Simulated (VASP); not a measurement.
# W3N4 (P-43m) in VASP: notebook, part 2 of 2

VASP 6.6.1. Earlier steps stand in the parts before.

**3. Single point, PBE**

This run uses another cell than the first one, of 14.59 Å³/atom.

Input file INCAR:

```
PREC     = Accurate       # precision mode
ENCUT    = 520            # plane-wave cutoff, eV
EDIFF    = 1E-6           # SCF threshold, eV
ISMEAR   = 0              # smearing method
SIGMA    = 0.1            # smearing width, eV
LREAL    = False          # projectors in reciprocal space
LASPH    = True           # aspherical terms in the spheres
NELM     = 80             # most SCF steps
ALGO     = Normal         # electronic algorithm
ISIF     = 2              # what is computed and relaxed
LWAVE    = False          # write WAVECAR
LCHARG   = False          # write CHGCAR
GGA      = PE             # functional
NBANDS   = 40             # bands
```

Input file KPOINTS:

```
regular mesh
0
Gamma
  4 4 4
```

Input file POSCAR:

```
W3N4
1.0
    4.6741603900      0.0000000000      0.0000000000
    0.0000000000      4.6741603900      0.0000000000
    0.0000000000      0.0000000000      4.6741603900
W N
3 4
Direct
    0.0000000000      0.0000000000      0.5000000000
    0.5000000000      0.0000000000      0.0000000000
    0.0000000000      0.5000000000      0.0000000000
    0.2842946100      0.7157053900      0.2842946100
    0.7157053900      0.2842946100      0.2842946100
    0.2842946100      0.2842946100      0.7157053900
    0.7157053900      0.7157053900      0.7157053900
```

Potentials or basis: VASP PAW PBE potentials, release 64 (W_sv, N).

Started as:

```bash
$ cat potpaw_PBE.64/W_sv/POTCAR potpaw_PBE.64/N/POTCAR > POTCAR
$ mpirun -np 1 vasp_std > vasp.out
```

OUTCAR:

```text
PREC = Accurate
   ENCUT = 520
   EDIFF = 1E-6
   ISMEAR = 0
   LREAL = False
   LASPH = True
   NELM = 80
   ISIF = 2
   GGA = PE

 ion  position               nearest neighbor table
   1  0.000  0.000  0.500-   4 2.13   5 2.13   6 2.13   7 2.13   2 3.31   3 3.31   2 3.31   3 3.31
                             3 3.31   3 3.31   2 3.31   2 3.31
   2  0.500  0.000  0.000-   4 2.13   5 2.13   6 2.13   7 2.13   1 3.31   3 3.31   1 3.31   3 3.31
                             1 3.31   3 3.31   1 3.31   3 3.31
   3  0.000  0.500  0.000-   4 2.13   5 2.13   6 2.13   7 2.13   1 3.31   2 3.31   1 3.31   1 3.31
                             2 3.31   1 3.31   2 3.31   2 3.31
   4  0.284  0.716  0.284-   1 2.13   2 2.13   3 2.13
   5  0.716  0.284  0.284-   1 2.13   2 2.13   3 2.13
   6  0.284  0.284  0.716-   1 2.13   2 2.13   3 2.13
   7  0.716  0.716  0.716-   1 2.13   2 2.13   3 2.13

  LATTYP: Found a simple cubic cell.
 ALAT       =     4.6741603900

  Lattice vectors:

 A1 = (   4.6741603900,   0.0000000000,   0.0000000000)
 A2 = (   0.0000000000,   4.6741603900,   0.0000000000)
 A3 = (   0.0000000000,   0.0000000000,   4.6741603900)

Analysis of symmetry for initial positions (statically):
=====================================================================
 Subroutine PRICEL returns:
 Original cell was already a primitive cell.

 Routine SETGRP: Setting up the symmetry group for a
 simple cubic supercell.

 Subroutine GETGRP returns: Found 24 space group operations
 (whereof 24 operations were pure point group operations)
 out of a pool of 48 trial point group operations.

The static configuration has the point symmetry T_d .

Analysis of symmetry for dynamics (positions and initial velocities):
=====================================================================
 Subroutine PRICEL returns:
 Original cell was already a primitive cell.

[... 124 lines left out ...]
  Fermi-wavevector in a.u.,A,eV,Ry     =   1.386229  2.619594 26.145391  1.921632
  Thomas-Fermi vector in A             =   2.510565
   LORBIT       =      0    0 simple, 1 ext, 2 COOP (PROOUT), +10 PAW based schemes
   GGA     = PE    functional components
   LHFCALC =     F    Hartree Fock is set to
   AEXX    =    0.0000 exact exchange contribution
   IVDW    =     0    specifies the selected vdW correction
   LEPSILON=     F    determine dielectric tensor
   LRPA    =     F    only Hartree local field effects (RPA)
 non-spin polarized calculation
 Gauss-broadening in eV      SIGMA  =   0.10
  energy-cutoff  :      520.00
  volume of cell :      102.12
 maximum number of plane-waves:      2800
 NGX is ok and might be reduce to    36
   NGX = 17   NGY = 17   NGZ = 17

 number of electron      62.0000013 magnetization

 Free energy of the ion-electron system (eV)
  ---------------------------------------------------
  ext. energy  EPLUGINS =         0.00000000
  ---------------------------------------------------
  free energy    TOTEN  =       -68.58798792 eV

  energy without entropy =      -68.55632880  energy(sigma->0) =      -68.57215836

 E-fermi :   6.0438     XC(G=0): -11.3491

 val. band max:        5.9997551103   @ k =   0.2500   0.2500   0.0000
 cond. band min:       6.0677744537   @ k =   0.2500   0.2500   0.2500
 fundamental gap:      0.0680193434
 Fermi energy:         6.0437987597

 k-point     1 :       0.0000    0.0000    0.0000
  band No.  band energies     occupation
      1     -69.0539      2.00000
      2     -69.0400      2.00000
      3     -69.0400      2.00000
      4     -33.2733      2.00000
      5     -33.2733      2.00000
      6     -33.2733      2.00000
[... 419 lines left out ...]
     39       9.0512      0.00000
     40       9.0512      0.00000

------------------------ aborting loop because EDIFF is reached ----------------------------------------

  FORCE on cell =-STRESS in cart. coord.  units (eV):
  Direction    XX          YY          ZZ          XY          YZ          ZX
  --------------------------------------------------------------------------------------
  -------------------------------------------------------------------------------------
  Total      -22.0589275    -22.0589275    -22.0589275     -0.0000000     -0.0000000      0.0000000
  in kB     -346.0860896   -346.0860896   -346.0860896     -0.0000000     -0.0000000      0.0000000
  external PRESSURE =    -346.0860896 kB  Pullay stress =       0.0000000 kB

 VOLUME and BASIS-vectors are now :
 -----------------------------------------------------------------------------
  energy-cutoff  :      520.00
  volume of cell :      102.12
      direct lattice vectors                 reciprocal lattice vectors
     4.674160390  0.000000000  0.000000000     0.213942166  0.000000000  0.000000000
     0.000000000  4.674160390  0.000000000     0.000000000  0.213942166  0.000000000
     0.000000000  0.000000000  4.674160390     0.000000000  0.000000000  0.213942166

 POSITION                                       TOTAL-FORCE (eV/Angst)
 -----------------------------------------------------------------------------------
      0.00000      0.00000      2.33708        -0.000000      0.000000     -0.000000
      2.33708      0.00000      0.00000        -0.000000      0.000000      0.000000
      0.00000      2.33708      0.00000        -0.000000      0.000000      0.000000
      1.32884      3.34532      1.32884        -2.233523      2.233523     -2.233523
      3.34532      1.32884      1.32884         2.233523     -2.233523     -2.233523
      1.32884      1.32884      3.34532        -2.233523     -2.233523      2.233523
      3.34532      3.34532      3.34532         2.233523      2.233523      2.233523
 -----------------------------------------------------------------------------------
    total drift:                                0.000000      0.000000     -0.000000

  FREE ENERGIE OF THE ION-ELECTRON SYSTEM (eV)
  ---------------------------------------------------
  free  energy   TOTEN  =       -68.5879879244 eV

  energy  without entropy=      -68.5563288034  energy(sigma->0) =      -68.57215836
```

OSZICAR:

```text
N       E                     dE             d eps       ncg     rms          rms(c)
DAV:   1     0.708978306533E+03    0.70898E+03   -0.35405E+04   832   0.166E+03
DAV:   2    -0.275172753814E+02   -0.73650E+03   -0.70763E+03   864   0.499E+02
DAV:   3    -0.811444909526E+02   -0.53627E+02   -0.51939E+02   976   0.129E+02
DAV:   4    -0.825563170770E+02   -0.14118E+01   -0.13632E+01   984   0.212E+01
DAV:   5    -0.825916630347E+02   -0.35346E-01   -0.35306E-01   952   0.318E+00    0.390E+01
DAV:   6    -0.743971114140E+02    0.81946E+01   -0.15111E+02  1088   0.510E+01    0.180E+01
DAV:   7    -0.687984329902E+02    0.55987E+01   -0.32682E+01  1016   0.238E+01    0.103E+01
DAV:   8    -0.685921295060E+02    0.20630E+00   -0.27155E+00   904   0.839E+00    0.168E+00
DAV:   9    -0.685948621799E+02   -0.27327E-02   -0.13617E-01  1080   0.169E+00    0.788E-01
DAV:  10    -0.685901633456E+02    0.46988E-02   -0.54535E-02  1072   0.137E+00    0.496E-01
DAV:  11    -0.685881157026E+02    0.20476E-02   -0.66525E-03  1104   0.405E-01    0.172E-01
DAV:  12    -0.685879967026E+02    0.11900E-03   -0.89703E-04   968   0.183E-01    0.717E-02
DAV:  13    -0.685879894569E+02    0.72457E-05   -0.17197E-04   944   0.660E-02    0.114E-02
DAV:  14    -0.685879883076E+02    0.11493E-05   -0.13183E-05   944   0.179E-02    0.115E-02
DAV:  15    -0.685879879244E+02    0.38324E-06   -0.20905E-06   664   0.793E-03
   1 F= -.68587988E+02 E0= -.68572158E+02  d E =-.316591E-01
```

It took 59 s on 1 thread of Intel Xeon 8259CL, shared host; peak memory 0.21 GiB.

What came out:

```yaml
Free_energy: -68.5880 eV
Pressure: -34.6 GPa
Largest_force: 3.869 eV/Å
Band_gap_on_the_k_mesh: zero (bands 31 and 32 overlap by 1.97 eV)
```

Forces in eV/Å, atoms in the order of the input:
```
W    0.000  0.000  0.000
W    0.000  0.000  0.000
W    0.000  0.000  0.000
N   -2.234  2.234 -2.234
N    2.234 -2.234 -2.234
N   -2.234 -2.234  2.234
N    2.234  2.234  2.234
```

Caveat: the cell stands under tension; spin-orbit coupling is left out, which moves the levels of the heavy elements; forces of over 1 eV/Å act on the atoms, so gaps and moduli don't describe the material at rest.

**4. Single point, PBE, collinear spin, zero start**

This run uses another cell than the first one, of 14.59 Å³/atom.

Input file INCAR:

```
SYSTEM = W3N4
ALGO     = Normal         ! electronic algorithm
EDIFF    = 1E-6           ! SCF threshold, eV
ENCUT    = 520            ! plane-wave cutoff, eV
GGA      = PE             ! functional
ISIF     = 2              ! what is computed and relaxed
ISMEAR   = 0              ! smearing method
ISPIN    = 2              ! spin polarisation
LASPH    = .True.         ! aspherical terms in the spheres
LCHARG   = .False.        ! write CHGCAR
LMAXMIX  = 4              ! l up to which the mixer works
LORBIT   = 11             ! projections on sites
LREAL    = .False.        ! projectors in reciprocal space
LWAVE    = .False.        ! write WAVECAR
MAGMOM   = 0 0 0 0 0 0 0  ! initial moments
NBANDS   = 44             ! bands
NELM     = 150            ! most SCF steps
PREC     = Accurate       ! precision mode
SIGMA    = 0.1            ! smearing width, eV
```

Input file KPOINTS:

```
k-points
0
Gamma
  4 4 4
  0 0 0
```

POSCAR is that of step 3.

Started as:

```bash
$ cat potpaw_PBE.64/W_sv/POTCAR potpaw_PBE.64/N/POTCAR > POTCAR
$ mpirun -np 1 vasp_std > vasp.out
```

Run time: 2.9 min. Hardware: 1 thread of Intel Xeon 8259CL, shared host; peak memory 0.27 GiB.

Results (log left out):

```yaml
Free_energy: -68.5880 eV
Pressure: -34.6 GPa
Largest_force: 3.869 eV/Å
Band_gap_on_the_k_mesh: zero (filled and empty bands overlap)
Net_moment: 0.00 μB per cell
Valence_electrons_inside_the_program's_atomic_spheres: W 11.70; N 3.56
```

Forces on the atoms (eV/Å):
```
W    0.000  0.000  0.000
W    0.000  0.000  0.000
W    0.000  0.000  0.000
N   -2.234  2.234 -2.234
N    2.234 -2.234 -2.234
N   -2.234 -2.234  2.234
N    2.234  2.234  2.234
```

Levels at points of the mesh, in eV from the Fermi level:
Spin up:
| k point | band 29 | band 30 | band 31 | band 32 | band 33 | band 34 |
| --- | --- | --- | --- | --- | --- | --- |
| (0.00, 0.00, 0.00) | -0.46 | -0.05 | -0.05 | -0.05 | 0.35 | 0.35 |
| (0.50, 0.00, 0.00) | -1.02 | -0.91 | -0.91 | -0.85 | 0.69 | 0.89 |
| (0.50, 0.50, 0.00) | -0.36 | -0.36 | -0.28 | 0.53 | 0.77 | 1.16 |
| (0.50, 0.50, 0.50) | 0.25 | 1.11 | 1.11 | 1.11 | 1.14 | 1.14 |
Spin down:
| k point | band 27 | band 28 | band 29 | band 30 | band 31 | band 32 | band 33 | band 34 | band 35 | band 36 |
| --- | --- | --- | --- | --- | --- | --- | --- | --- | --- | --- |
| (0.00, 0.00, 0.00) | -2.73 | -2.73 | -0.46 | -0.05 | -0.05 | -0.05 | 0.35 | 0.35 | 1.30 | 1.70 |
| (0.50, 0.00, 0.00) | -2.56 | -2.56 | -1.02 | -0.91 | -0.91 | -0.85 | 0.69 | 0.89 | 0.96 | 2.10 |
| (0.50, 0.50, 0.00) | -2.88 | -2.88 | -0.36 | -0.36 | -0.28 | 0.53 | 0.77 | 1.16 | 1.16 | 1.67 |
| (0.50, 0.50, 0.50) | -3.34 | -3.34 | 0.25 | 1.11 | 1.11 | 1.11 | 1.14 | 1.14 | 1.14 | 2.11 |

Caveat: the cell stands under tension; spin-orbit coupling is left out, which moves the levels of the heavy elements; forces of over 1 eV/Å act on the atoms, so gaps and moduli don't describe the material at rest.

**5. The runs side by side**

```csv
spin,cell,gap on the mesh (eV),pressure (GPa),largest force (eV/Å)
off,"a = 4.546 Å, 7 atoms, atomic positions A",none,1.3,-
off,"a = 4.674 Å, 7 atoms, atomic positions B",none,-34.6,3.87
"collinear, zero start","a = 4.674 Å, 7 atoms, atomic positions B",none,-34.6,3.87
```

Alike in all rows: task single point; level PBE; potentials or basis VASP PAW PBE potentials, release 64 (W_sv, N); k mesh 4 × 4 × 4; cutoff (eV) 520; smearing gaussian 0.1 eV.

Caveats: spin-orbit coupling is left out, which moves the levels of the heavy elements; the cell stands under tension (at least some runs); forces of over 1 eV/Å act on the atoms, so gaps and moduli don't describe the material at rest (at least some runs).

Total energies depend on the potentials used, so only differences within one code and one set of settings carry meaning.

The gap in the log of VASP goes by the Fermi energy; the results here count the filled bands.